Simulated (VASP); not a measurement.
Runs of VASP 6.6.1 on KBr. The structure is that of space group Fm-3m (No. 225), or close to it. The cells are those of the table. 

```csv
cell,gap on the mesh (eV),pressure (GPa)
"a = 4.702 Å, angles 60.0°, 2 atoms",4.37,0.4
"a = 4.562 Å, angles 60.0°, 2 atoms",4.62,(c)
"a = 4.609 Å, angles 60.0°, 2 atoms",4.54,1.4
"a = 4.748 Å, angles 60.0°, 2 atoms",(a),0.0
"a = 4.656 Å, angles 60.0°, 2 atoms",4.45,(b)
```

Alike in all rows: task electric field gradients; level PBE; potentials or basis VASP PAW PBE potentials, release 64 (K_sv, Br); no spin polarisation; k mesh 6 × 6 × 6; cutoff (eV) 520; smearing fermi-dirac 0.01 eV.

Question: Fill in the values left out.

Answer: (a) 4.30; (b) 0.9; (c) 2.1.

A k mesh can miss the band edges, and the runs leave out spin-orbit coupling on Br.
